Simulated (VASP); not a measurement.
Set up this calculation in VASP 6.6.1, as the native input.

```yaml
Task: relaxation of cell and atoms
Functional: PBEsol
Potentials_or_basis: VASP PAW PBE potentials, release 64 (B)
Cutoff: 600 eV
k_mesh: 6 × 6 × 6
Occupations: gaussian, width 0.1 eV
Spin: no spin polarisation
Dipole_correction: no
Further_INCAR_settings: ALGO = Normal; EDIFF = 1e-07; IBRION = 2; EDIFFG = -0.04; NSW = 90; ISIF = 3
```

The structure of B lies in POSCAR:

```
B
1.0
    1.6305061821     -2.7634056047      0.0000000000
    1.6305061821      2.7634056047      0.0000000000
    0.0000000000      0.0000000000      3.2653500666
B
4
Direct
    0.1525000000      0.8475000000      0.0785000000
    0.6525000000      0.3475000000      0.4215000000
    0.8475000000      0.1525000000      0.9215000000
    0.3475000000      0.6525000000      0.5785000000
```

One way to write it, as run:

INCAR

```
SYSTEM = B
ALGO = Normal
EDIFF = 1E-7
EDIFFG = -0.04
ENCUT = 600
GGA = PS
IBRION = 2
ISIF = 3
ISMEAR = 0
LASPH = .TRUE.
LCHARG = .FALSE.
LREAL = .FALSE.
LWAVE = .FALSE.
NELM = 60
NSW = 90
PREC = Accurate
SIGMA = 0.1
```

KPOINTS

```
k-points
0
G
  6 6 6
  0 0 0
```

Potentials or basis: VASP PAW PBE potentials, release 64 (B).

Run with:

```bash
$ cat potpaw_PBE.64/B/POTCAR > POTCAR
$ mpirun -np 1 vasp_std > vasp.out
```

It gave:

```json
{"Relaxed volume": "6.32 Å³/atom", "Relaxed cell": "a = 3.030 Å, b = 3.030 Å, c = 3.252 Å, α = 90.00°, β = 90.00°, γ = 122.19°", "Space group after relaxing (to 0.05 Å)": "Cmce (No. 64)", "Energy gained by relaxing": "158.7 meV/atom", "Ionic steps": "8", "Pressure after relaxing": "0.1 GPa", "Largest force after relaxing": "0.019 eV/Å", "Band gap on the k mesh": "zero (band 6 reaches 9.44 eV, above the bottom of band 7 at 8.40 eV)"}
```

Caveat: the k points lie up to 0.41 Å⁻¹ apart in the final cell; the PAW data sets were made with another functional, which shifts forces and pressure a little.

It took 88 s on 1 thread of Intel(R) Xeon(R) Platinum 8375C CPU @ 2.90GHz (Ice Lake) (shared host), peak memory 0.16 GiB.
